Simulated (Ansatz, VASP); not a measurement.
Two plane-wave programs on FeBiOs3

The input INCAR:

```
PREC = Accurate ; ENCUT = 600
EDIFF = 1E-6 ; ISMEAR = -1
SIGMA = 0.001 ; LREAL = F
LASPH = T ; NELM = 120
ALGO = Normal ; ISIF = 2
LWAVE = F ; LCHARG = F
GGA = PE ; NBANDS = 90
GGA_COMPAT = F
```

KPOINTS

```
regular mesh
0
Gamma
  4 4 4
```

POSCAR

```
FeBiOs3
1.0
    3.0760880000      5.3279360000      0.0000000000
   -3.0760880000      5.3279360000      0.0000000000
    0.0000000000     -3.5519580000      5.0893740000
Bi Fe Os
2 2 6
Direct
    0.0000000000      0.0000000000      0.0000000000
    0.5000000000      0.5000000000      0.5000000000
    0.2212000000      0.2212000000      0.6636000000
    0.7212000000      0.7212000000      0.1636000000
    0.3973000000      0.5233000000      0.8629000000
    0.9423000000      0.3973000000      0.8629000000
    0.5233000000      0.9423000000      0.8629000000
    0.4423000000      0.0233000000      0.3629000000
    0.0233000000      0.8973000000      0.3629000000
    0.8973000000      0.4423000000      0.3629000000
```

Input for Ansatz:

```yaml
crystal:
  lattice:
    - [3.076088, 5.327936, 0.0]
    - [-3.076088, 5.327936, 0.0]
    - [0.0, -3.551958, 5.089374]
  atoms:
    - { symbol: Bi, position: [0.0, 0.0, 0.0] }
    - { symbol: Bi, position: [0.5, 0.5, 0.5] }
    - { symbol: Fe, position: [0.2212, 0.2212, 0.6636] }
    - { symbol: Fe, position: [0.7212, 0.7212, 0.1636] }
    - { symbol: Os, position: [0.3973, 0.5233, 0.8629] }
    - { symbol: Os, position: [0.9423, 0.3973, 0.8629] }
    - { symbol: Os, position: [0.5233, 0.9423, 0.8629] }
    - { symbol: Os, position: [0.4423, 0.0233, 0.3629] }
    - { symbol: Os, position: [0.0233, 0.8973, 0.3629] }
    - { symbol: Os, position: [0.8973, 0.4423, 0.3629] }
  symmetry: { tolerance: 0.0003 }
kpoints:
  mp_grid: { grid: [4, 4, 4], shift: [0, 0, 0] }
magnetization:
  spin_polarized: false
scf:
  occupations: { method: fermi_dirac, width: 0.001 }
  eigensolver: { kind: davidson }
hamiltonian:
  pseudopotentials: { kind: paw }
  xc: pbe
basis:
  ecutwfc: 420
output:
  forces: true
  stress: true
  eigenvalues: true
  write_density: true
  write_potential: true
  elf: true
  volumetric_format: npy
```

Alike in both runs: task single point; functional PBE; k mesh 4 × 4 × 4; occupations fermi-dirac, width 0.001 eV; no spin polarisation.

|  | VASP | Ansatz |
| --- | --- | --- |
| version | VASP 6.6.1 | Ansatz 0.2.0 |
| potentials or method | VASP PAW PBE potentials, release 64 (Bi_d, Fe_sv, Os_sv_GW), cutoff 600 eV | PAW plane waves |
| valence electrons in the cell | 158 | 158 |

|  | VASP | Ansatz | Ansatz less VASP |
| --- | --- | --- | --- |
| gap on the k mesh at the Fermi level (eV) | none | none | - |
| rms of the force components (eV/Å) | 1.723 | 1.717 | -0.0067 |

Atom by atom the forces differ by 0.023 eV/Å (rms over components). A gap of «none» marks a metal or a gap that the smearing closes. The functional is the same, so the differences come from potentials, cutoffs and numerics. Ansatz's warnings: structure snapped to symmetry.

Neither program's run includes spin-orbit coupling.
